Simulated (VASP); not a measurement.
# Rh (P6_3/mmc) in VASP: further runs, part 2 of 2

VASP 6.6.1.

### 4 Single point, PBEsol

This run uses another cell than the first one: it holds 4 atoms, not 8.

INCAR

```
SYSTEM = Rh
ALGO = Fast
EDIFF = 1E-7
ENCUT = 520
GGA = PS
ISIF = 2
ISMEAR = 0
LASPH = .True.
LCHARG = .False.
LREAL = .False.
LWAVE = .False.
NBANDS = 38
NELM = 80
PREC = Accurate
SIGMA = 0.1
```

KPOINTS

```
k-points
0
Gamma
  24 24 6
  0 0 0
```

POSCAR

```
Rh
1.0
    2.6754312339      0.0000000000      0.0000000000
   -1.3377156169      2.3169914146      0.0000000000
    0.0000000000      0.0000000000      8.7271387796
Rh
4
Direct
    0.0000000000      0.0000000000      0.0000000000
    0.3333333333      0.6666666667      0.2500000000
    0.0000000000      0.0000000000      0.5000000000
    0.6666666667      0.3333333333      0.7500000000
```

Potentials or basis: VASP PAW PBE potentials, release 64 (Rh_pv).

Run with:

```bash
cat potpaw_PBE.64/Rh_pv/POTCAR > POTCAR
mpirun -np 1 vasp_std > vasp.out
```

OUTCAR:

```text
SYSTEM = Rh
   EDIFF = 1E-7
   ENCUT = 520
   GGA = PS
   ISIF = 2
   ISMEAR = 0
   LASPH = .True.
   LREAL = .False.
   NELM = 80
   PREC = Accurate

 ion  position               nearest neighbor table
   1  0.000  0.000  0.000-   2 2.67   4 2.67   2 2.67   4 2.67   4 2.67   2 2.67
   2  0.333  0.667  0.250-   1 2.67   3 2.67   1 2.67   3 2.67   1 2.67   3 2.67
   3  0.000  0.000  0.500-   2 2.67   4 2.67   2 2.67   4 2.67   4 2.67   2 2.67
   4  0.667  0.333  0.750-   1 2.67   3 2.67   1 2.67   3 2.67   1 2.67   3 2.67

  LATTYP: Found a hexagonal cell.
 ALAT       =     2.6754312339
 C/A-ratio  =     3.2619559303

  Lattice vectors:

 A1 = (   2.6754312339,   0.0000000000,   0.0000000000)
 A2 = (  -1.3377156169,   2.3169914146,   0.0000000000)
 A3 = (   0.0000000000,   0.0000000000,   8.7271387796)

Analysis of symmetry for initial positions (statically):
=====================================================================
 Subroutine PRICEL returns:
 Original cell was already a primitive cell.

 Routine SETGRP: Setting up the symmetry group for a
 hexagonal supercell.

 Subroutine GETGRP returns: Found 24 space group operations
 (whereof 12 operations were pure point group operations)
 out of a pool of 24 trial point group operations.

The static configuration has the point symmetry D_3d.
 The point group associated with its full space group is D_6h.

Analysis of symmetry for dynamics (positions and initial velocities):
=====================================================================
 Subroutine PRICEL returns:
 Original cell was already a primitive cell.

 Routine SETGRP: Setting up the symmetry group for a
 hexagonal supercell.

 Subroutine GETGRP returns: Found 24 space group operations
 (whereof 12 operations were pure point group operations)
 out of a pool of 24 trial point group operations.

The dynamic configuration has the point symmetry D_3d.
 The point group associated with its full space group is D_6h.

[... 123 lines left out ...]
  volume/ion in A,a.u.               =      13.52        91.27
  Fermi-wavevector in a.u.,A,eV,Ry     =   1.694579  3.202290 39.070474  2.871599
  Thomas-Fermi vector in A             =   2.775779
   LORBIT       =      0    0 simple, 1 ext, 2 COOP (PROOUT), +10 PAW based schemes
   GGA     = PS    functional components
   LHFCALC =     F    Hartree Fock is set to
   AEXX    =    0.0000 exact exchange contribution
   IVDW    =     0    specifies the selected vdW correction
   LEPSILON=     F    determine dielectric tensor
   LRPA    =     F    only Hartree local field effects (RPA)
 non-spin polarized calculation
 RMM-DIIS sequential band-by-band and
 Gauss-broadening in eV      SIGMA  =   0.10
  energy-cutoff  :      520.00
  volume of cell :       54.10
 maximum number of plane-waves:      1495
 NGX is ok and might be reduce to    20

 number of electron      59.9999997 magnetization

 Free energy of the ion-electron system (eV)
  ---------------------------------------------------
  ext. energy  EPLUGINS =         0.00000000
  ---------------------------------------------------
  free energy    TOTEN  =       -32.48671040 eV

  energy without entropy =      -32.46026878  energy(sigma->0) =      -32.47348959

 E-fermi :  12.0902     XC(G=0): -14.3237

 val. band max:       12.0887770426   @ k =   0.3333   0.2083   0.5000
 cond. band min:      12.0924253901   @ k =   0.3750   0.1250   0.3333
 fundamental gap:      0.0036483475
 Fermi energy:        12.0902076701

 k-point     1 :       0.0000    0.0000    0.0000
  band No.  band energies     occupation
      1     -35.0795      2.00000
      2     -34.6996      2.00000
      3     -34.6926      2.00000
      4     -34.4056      2.00000
      5     -34.4056      2.00000
      6     -34.3618      2.00000
[... 973 lines left out ...]
     37      21.3139      0.00000
     38      21.3693      0.00000

 [... further k-points ...]

------------------------ aborting loop because EDIFF is reached ----------------------------------------

  FORCE on cell =-STRESS in cart. coord.  units (eV):
  Direction    XX          YY          ZZ          XY          YZ          ZX
  --------------------------------------------------------------------------------------
  -------------------------------------------------------------------------------------
  Total       -0.0250853     -0.0250853     -0.0228552     -0.0000000      0.0000000      0.0000000
  in kB       -0.7429172     -0.7429172     -0.6768714     -0.0000000      0.0000000      0.0000000
  external PRESSURE =      -0.7209019 kB  Pullay stress =       0.0000000 kB

 VOLUME and BASIS-vectors are now :
 -----------------------------------------------------------------------------
  energy-cutoff  :      520.00
  volume of cell :       54.10
      direct lattice vectors                 reciprocal lattice vectors
     2.675431234  0.000000000  0.000000000     0.373771520  0.215797088  0.000000000
    -1.337715617  2.316991415  0.000000000     0.000000000  0.431594176  0.000000000
     0.000000000  0.000000000  8.727138780     0.000000000  0.000000000  0.114585092

 POSITION                                       TOTAL-FORCE (eV/Angst)
 -----------------------------------------------------------------------------------
      0.00000      0.00000      0.00000         0.000000      0.000000      0.000000
     -0.00000      1.54466      2.18178         0.000000     -0.000000      0.000000
      0.00000      0.00000      4.36357         0.000000      0.000000      0.000000
      1.33772      0.77233      6.54535        -0.000000     -0.000000      0.000000
 -----------------------------------------------------------------------------------
    total drift:                                0.000000     -0.000000      0.000000

  FREE ENERGIE OF THE ION-ELECTRON SYSTEM (eV)
  ---------------------------------------------------
  free  energy   TOTEN  =       -32.4867104039 eV

  energy  without entropy=      -32.4602687794  energy(sigma->0) =      -32.47348959
```

OSZICAR:

```text
N       E                     dE             d eps       ncg     rms          rms(c)
DAV:   1     0.773000355740E+03    0.77300E+03   -0.36617E+04 18912   0.183E+03
DAV:   2    -0.921505547257E+01   -0.78222E+03   -0.76029E+03 19372   0.576E+02
DAV:   3    -0.347311671072E+02   -0.25516E+02   -0.24820E+02 20458   0.113E+02
[... 11 lines left out ...]
RMM:  15    -0.324867107282E+02    0.11471E-06   -0.33193E-06 21590   0.153E-02    0.170E-03
RMM:  16    -0.324867107030E+02    0.25144E-07   -0.10206E-06 18853   0.851E-03    0.443E-04
RMM:  17    -0.324867105654E+02    0.13760E-06   -0.23325E-07 12401   0.422E-03    0.665E-04
RMM:  18    -0.324867104306E+02    0.13483E-06   -0.58591E-08 10204   0.196E-03    0.711E-04
RMM:  19    -0.324867104039E+02    0.26730E-07   -0.16571E-08  9419   0.925E-04
   1 F= -.32486710E+02 E0= -.32473490E+02  d E =-.264416E-01
```

Run time: 16 min. Hardware: 1 thread of Intel Xeon 8259CL, shared host; peak memory 0.44 GiB.

Results:

```yaml
Free_energy: -32.4867 eV
Pressure: -0.1 GPa
Band_gap_on_the_k_mesh: zero (bands 30 and 31 overlap by 2.07 eV)
```

Caveat: the PAW data sets were made with another functional, which shifts forces and pressure a little.

### 5 Single point, PBEsol (biaxial strain in the a-b plane: +1.0 %, then relaxed in part)

INCAR

```
SYSTEM = Rh
PREC = Accurate
ENCUT = 520
EDIFF = 1E-6
ISMEAR = 0
SIGMA = 0.1
LREAL = .FALSE.
LASPH = .TRUE.
NELM = 60
ALGO = Fast
ISIF = 2
LWAVE = .FALSE.
LCHARG = .TRUE.
GGA = PS
LELF = .TRUE.
LVHAR = .TRUE.
NBANDS = 38
```

KPOINTS

```
regular mesh
0
G
  24 24 6
  0 0 0
```

POSCAR

```
Rh
1.0
    2.7021855462      0.0000000000      0.0000000000
   -1.3510927731      2.3401613288      0.0000000000
    0.0000000000      0.0000000000      8.6737451825
Rh
4
Direct
    0.0000000000      0.0000000000      0.0000000000
    0.3333333333      0.6666666667      0.2500000000
    0.0000000000      0.0000000000      0.5000000000
    0.6666666667      0.3333333333      0.7500000000
```

Potentials or basis: VASP PAW PBE potentials, release 64 (Rh_pv).

Run with:

```bash
cat potpaw_PBE.64/Rh_pv/POTCAR > POTCAR
mpirun -np 1 vasp_std > vasp.out
```

OUTCAR:

```text
SYSTEM = Rh
   PREC = Accurate
   ENCUT = 520
   EDIFF = 1E-6
   ISMEAR = 0
   LREAL = .FALSE.
   LASPH = .TRUE.
   NELM = 60
   ISIF = 2
   GGA = PS

 ion  position               nearest neighbor table
   1  0.000  0.000  0.000-   2 2.67   4 2.67   4 2.67   2 2.67   4 2.67   2 2.67
   2  0.333  0.667  0.250-   1 2.67   3 2.67   1 2.67   3 2.67   1 2.67   3 2.67
   3  0.000  0.000  0.500-   2 2.67   4 2.67   4 2.67   2 2.67   4 2.67   2 2.67
   4  0.667  0.333  0.750-   1 2.67   3 2.67   1 2.67   3 2.67   1 2.67   3 2.67

  LATTYP: Found a hexagonal cell.
 ALAT       =     2.7021855462
 C/A-ratio  =     3.2098999252

  Lattice vectors:

 A1 = (   2.7021855462,   0.0000000000,   0.0000000000)
 A2 = (  -1.3510927731,   2.3401613288,   0.0000000000)
 A3 = (   0.0000000000,   0.0000000000,   8.6737451825)

Analysis of symmetry for initial positions (statically):
=====================================================================
 Subroutine PRICEL returns:
 Original cell was already a primitive cell.

 Routine SETGRP: Setting up the symmetry group for a
 hexagonal supercell.

 Subroutine GETGRP returns: Found 24 space group operations
 (whereof 12 operations were pure point group operations)
 out of a pool of 24 trial point group operations.

The static configuration has the point symmetry D_3d.
 The point group associated with its full space group is D_6h.

Analysis of symmetry for dynamics (positions and initial velocities):
=====================================================================
 Subroutine PRICEL returns:
 Original cell was already a primitive cell.

 Routine SETGRP: Setting up the symmetry group for a
 hexagonal supercell.

 Subroutine GETGRP returns: Found 24 space group operations
 (whereof 12 operations were pure point group operations)
 out of a pool of 24 trial point group operations.

The dynamic configuration has the point symmetry D_3d.
 The point group associated with its full space group is D_6h.

 Subroutine INISYM returns: Found 24 space group operations
[... 122 lines left out ...]
  volume/ion in A,a.u.               =      13.71        92.53
  Fermi-wavevector in a.u.,A,eV,Ry     =   1.686822  3.187632 38.713609  2.845370
  Thomas-Fermi vector in A             =   2.769418
   LORBIT       =      0    0 simple, 1 ext, 2 COOP (PROOUT), +10 PAW based schemes
   GGA     = PS    functional components
   LHFCALC =     F    Hartree Fock is set to
   AEXX    =    0.0000 exact exchange contribution
   IVDW    =     0    specifies the selected vdW correction
   LEPSILON=     F    determine dielectric tensor
   LRPA    =     F    only Hartree local field effects (RPA)
 non-spin polarized calculation
 RMM-DIIS sequential band-by-band and
 Gauss-broadening in eV      SIGMA  =   0.10
  energy-cutoff  :      520.00
  volume of cell :       54.85
 maximum number of plane-waves:      1511
 NGX is ok and might be reduce to    20

 number of electron      59.9999991 magnetization

 Free energy of the ion-electron system (eV)
  ---------------------------------------------------
  ext. energy  EPLUGINS =         0.00000000
  ---------------------------------------------------
  free energy    TOTEN  =       -32.46728086 eV

  energy without entropy =      -32.43939012  energy(sigma->0) =      -32.45333549

 E-fermi :  11.8400     XC(G=0): -14.2345

 val. band max:       11.8397053280   @ k =   0.3333   0.3333   0.1667
 cond. band min:      11.8402584856   @ k =   0.3750   0.1667   0.0000
 fundamental gap:      0.0005531577
 Fermi energy:        11.8399784464

 k-point     1 :       0.0000    0.0000    0.0000
  band No.  band energies     occupation
      1     -35.3024      2.00000
      2     -34.9238      2.00000
      3     -34.9206      2.00000
      4     -34.6438      2.00000
      5     -34.6438      2.00000
      6     -34.5981      2.00000
[... 973 lines left out ...]
     37      20.8853      0.00000
     38      20.9325      0.00000

 [... further k-points ...]

------------------------ aborting loop because EDIFF is reached ----------------------------------------

  FORCE on cell =-STRESS in cart. coord.  units (eV):
  Direction    XX          YY          ZZ          XY          YZ          ZX
  --------------------------------------------------------------------------------------
  -------------------------------------------------------------------------------------
  Total       -1.9489371     -1.9489371     -0.0097242      0.0000000      0.0000000     -0.0000000
  in kB      -56.9299479    -56.9299479     -0.2840516      0.0000000      0.0000000     -0.0000000
  external PRESSURE =     -38.0479824 kB  Pullay stress =       0.0000000 kB

 VOLUME and BASIS-vectors are now :
 -----------------------------------------------------------------------------
  energy-cutoff  :      520.00
  volume of cell :       54.85
      direct lattice vectors                 reciprocal lattice vectors
     2.702185546  0.000000000  0.000000000     0.370070812  0.213660483  0.000000000
    -1.351092773  2.340161329  0.000000000     0.000000000  0.427320966  0.000000000
     0.000000000  0.000000000  8.673745182     0.000000000  0.000000000  0.115290452

 POSITION                                       TOTAL-FORCE (eV/Angst)
 -----------------------------------------------------------------------------------
      0.00000      0.00000      0.00000         0.000000     -0.000000      0.000000
     -0.00000      1.56011      2.16844         0.000000      0.000000      0.000000
      0.00000      0.00000      4.33687         0.000000     -0.000000      0.000000
      1.35109      0.78005      6.50531        -0.000000      0.000000      0.000000
 -----------------------------------------------------------------------------------
    total drift:                                0.000000     -0.000000      0.000000

  FREE ENERGIE OF THE ION-ELECTRON SYSTEM (eV)
  ---------------------------------------------------
  free  energy   TOTEN  =       -32.4672808552 eV

  energy  without entropy=      -32.4393901221  energy(sigma->0) =      -32.45333549
```

OSZICAR:

```text
N       E                     dE             d eps       ncg     rms          rms(c)
DAV:   1     0.767872555773E+03    0.76787E+03   -0.36595E+04 18880   0.183E+03
DAV:   2    -0.940106354177E+01   -0.77727E+03   -0.75538E+03 19416   0.573E+02
DAV:   3    -0.347323598366E+02   -0.25331E+02   -0.24603E+02 20636   0.112E+02
DAV:   4    -0.349804208319E+02   -0.24806E+00   -0.24785E+00 20486   0.112E+01
DAV:   5    -0.349845045460E+02   -0.40837E-02   -0.40836E-02 20668   0.146E+00    0.223E+01
RMM:   6    -0.325473519016E+02    0.24372E+01   -0.71501E+00 18604   0.178E+01    0.708E+00
RMM:   7    -0.325048462440E+02    0.42506E-01   -0.60193E-01 19030   0.400E+00    0.313E+00
RMM:   8    -0.325100852031E+02   -0.52390E-02   -0.12680E-01 19111   0.219E+00    0.260E+00
RMM:   9    -0.324715054124E+02    0.38580E-01   -0.70599E-02 19081   0.201E+00    0.843E-01
RMM:  10    -0.324672360907E+02    0.42693E-02   -0.10633E-02 19785   0.747E-01    0.452E-02
RMM:  11    -0.324672828238E+02   -0.46733E-04   -0.73067E-04 19833   0.184E-01    0.294E-02
RMM:  12    -0.324672789497E+02    0.38740E-05   -0.13249E-04 20029   0.101E-01    0.660E-03
RMM:  13    -0.324672795846E+02   -0.63482E-06   -0.29969E-05 22134   0.437E-02    0.689E-03
RMM:  14    -0.324672810516E+02   -0.14670E-05   -0.91268E-06 19485   0.272E-02    0.314E-03
RMM:  15    -0.324672808552E+02    0.19637E-06   -0.29546E-06 13045   0.147E-02
   1 F= -.32467281E+02 E0= -.32453335E+02  d E =-.278907E-01
```

stdout:

```text
POSCAR found type information on POSCAR Rh
 POSCAR found :  1 types and       4 ions
 scaLAPACK will be used
 -----------------------------------------------------------------------------
|                                                                             |
|                                                                             |
|     You enforced a specific xc type in the INCAR file but a different       |
|     I HOPE YOU KNOW WHAT YOU ARE DOING!                                     |
|                                                                             |
 -----------------------------------------------------------------------------

 LDA part: xc-table for (Slater+PW92), standard interpolation
 POSCAR, INCAR and KPOINTS ok, starting setup
 FFT: planning ... GRIDC
 FFT: planning ... GRID_SOFT
 FFT: planning ... GRID
 WAVECAR not read
 entering main loop
```

It took 13 min on 1 thread of Intel Xeon 8259CL, shared host; peak memory 0.44 GiB.

Results:

```yaml
Free_energy: -32.4673 eV
Pressure: -3.8 GPa
Band_gap_on_the_k_mesh: zero (bands 30 and 31 overlap by 1.97 eV)
```

Levels at points of the mesh, in eV from the Fermi level:
```
           k point  band 27  band 28  band 29  band 30  band 31  band 32  band 33  band 34
(0.00, 0.00, 0.00)    -2.66    -1.52    -1.52    -0.94    -0.94    -0.36    -0.36     0.45
(0.50, 0.00, 0.00)     0.52     0.59     0.62     0.77     0.85     0.87     1.11     2.18
(0.00, 0.00, 0.50)    -1.19    -1.19    -1.19    -1.19    -1.09    -1.09     0.07     0.07
(0.50, 0.00, 0.50)    -0.11    -0.11     0.51     0.51     0.75     0.75     2.80     2.80
```

Caveat: the cell differs from its parent crystal (biaxial strain in the a-b plane: +1.0 %, then relaxed in part); the stress differs along the axes, from -6 to -0 GPa; the PAW data sets were made with another functional, which shifts forces and pressure a little.

### 6 Overview

```csv
cell,k mesh,smearing,further INCAR settings,gap on the mesh (eV),pressure (GPa)
"a = 2.675, b = 2.675, c = 17.454 Å, angles 90.0, 90.0, 120.0°, 8 atoms, atomic positions A",12 × 12 × 2,gaussian 0.15 eV,ALGO = Fast; EDIFF = 1e-07; NBANDS = 70,none,0.0
"a = 2.649, b = 2.649, c = 8.781 Å, angles 90.0, 90.0, 120.0°, 4 atoms, atomic positions B",24 × 24 × 6,gaussian 0.1 eV,ALGO = Fast; EDIFF = 1e-07; NBANDS = 38,none,4.2
"a = 2.675, b = 2.675, c = 8.727 Å, angles 90.0, 90.0, 120.0°, 4 atoms, atomic positions B",24 × 24 × 6,gaussian 0.1 eV,ALGO = Fast; EDIFF = 1e-07; NBANDS = 38,none,-0.1
"a = 2.702, b = 2.702, c = 8.674 Å, angles 90.0, 90.0, 120.0°, 4 atoms, atomic positions B",24 × 24 × 6,gaussian 0.1 eV,ALGO = Fast; EDIFF = 1e-06; NBANDS = 38,none,-3.8
```

Alike in all rows: task single point; level PBEsol; potentials or basis VASP PAW PBE potentials, release 64 (Rh_pv); no spin polarisation; cutoff (eV) 520.

Caveats: the PAW data sets were made with another functional, which shifts forces and pressure a little; the stress differs along the axes, from -0 to 6 GPa (at least some runs); the stress differs along the axes, from -6 to -0 GPa (at least some runs).

Total energies depend on the potentials used, so only differences within one code and one set of settings carry meaning.

The gap in the log of VASP goes by the Fermi energy; the results here count the filled bands.